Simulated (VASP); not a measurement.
Set up this calculation in VASP 6.6.1, as the native input.

```yaml
Task: single point
Functional: PBEsol
Potentials_or_basis: VASP PAW PBE potentials, release 64 (Hf_pv)
Cutoff: 520 eV
k_mesh: 18 × 18 × 18
Occupations: gaussian, width 0.15 eV
Spin: no spin polarisation
Dipole_correction: no
Further_INCAR_settings: ALGO = Fast; EDIFF = 1e-07; NBANDS = 11
```

The structure of Hf lies in POSCAR:

```
Hf
1.0
   -1.8320750000      1.8320750000      1.7779250000
    1.8320750000     -1.8320750000      1.7779250000
    1.8320750000      1.8320750000     -1.7779250000
Hf
1
Direct
    0.0000000000      0.0000000000      0.0000000000
```

This cell differs from its parent crystal: strain +0.015 along x and y, -0.015 along z.

One way to write it, as run:

INCAR

```
SYSTEM = Hf
PREC = Accurate
ENCUT = 520
EDIFF = 1E-7
ISMEAR = 0
SIGMA = 0.15
LREAL = .FALSE.
LASPH = .TRUE.
NELM = 100
ALGO = Fast
ISIF = 2
LWAVE = .FALSE.
LCHARG = .FALSE.
GGA = PS
NBANDS = 11
```

KPOINTS

```
regular mesh
0
G
  18 18 18
  0 0 0
```

Potentials or basis: VASP PAW PBE potentials, release 64 (Hf_pv).

Command:

```bash
$ cat potpaw_PBE.64/Hf_pv/POTCAR > POTCAR
$ mpirun -np 1 vasp_std > vasp.out
```

It gave:

```json
{
  "Pressure": "-10.4 GPa",
  "Band gap on the k mesh": "zero (band 5 reaches 5.36 eV, above the bottom of band 6 at 3.36 eV)"
}
```

Caveat: the cell differs from its parent crystal (strain +0.015 along x and y, -0.015 along z); the PAW data sets were made with another functional, which shifts forces and pressure a little; spin-orbit coupling is left out, which moves the levels of the heavy elements.

It took 66 s on 1 thread of Intel(R) Xeon(R) Platinum 8488C (Sapphire Rapids), on a shared host, peak memory 0.23 GiB.
